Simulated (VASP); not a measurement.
# Ga: single point with PBEsol

Crystal: Ga.

```
Ga
1.0
     2.65830    0.00000    0.00000
     0.00000    2.65830    0.00000
     0.00000    0.00000    2.65830
Ga
1
Direct
  0.00000 0.00000 0.00000
```

* Program: VASP 6.6.1
* Task: single point
* Functional: PBEsol
* Potentials or basis: VASP PAW PBE potentials, release 64 (Ga_d)
* Cutoff: 520 eV
* k mesh: 11 × 11 × 11
* Occupations: fermi-dirac, width 0.1 eV
* Spin: no spin polarisation

The pressure is 0.0 GPa.

Levels at points of the mesh, in eV from the Fermi level:
| k point | band 3 | band 4 | band 5 | band 6 | band 7 | band 8 | band 9 | band 10 |
| --- | --- | --- | --- | --- | --- | --- | --- | --- |
| (0.00, 0.00, 0.00) | -14.56 | -14.56 | -14.56 | -11.04 | 9.37 | 9.37 | 9.37 | 12.30 |

Run time: 3.8 s on 1 thread of Intel(R) Xeon(R) 6975P-C (Granite Rapids), with other jobs on the host, peak memory 0.12 GiB.

Caveat: the PAW data sets were made with another functional, which shifts forces and pressure a little.
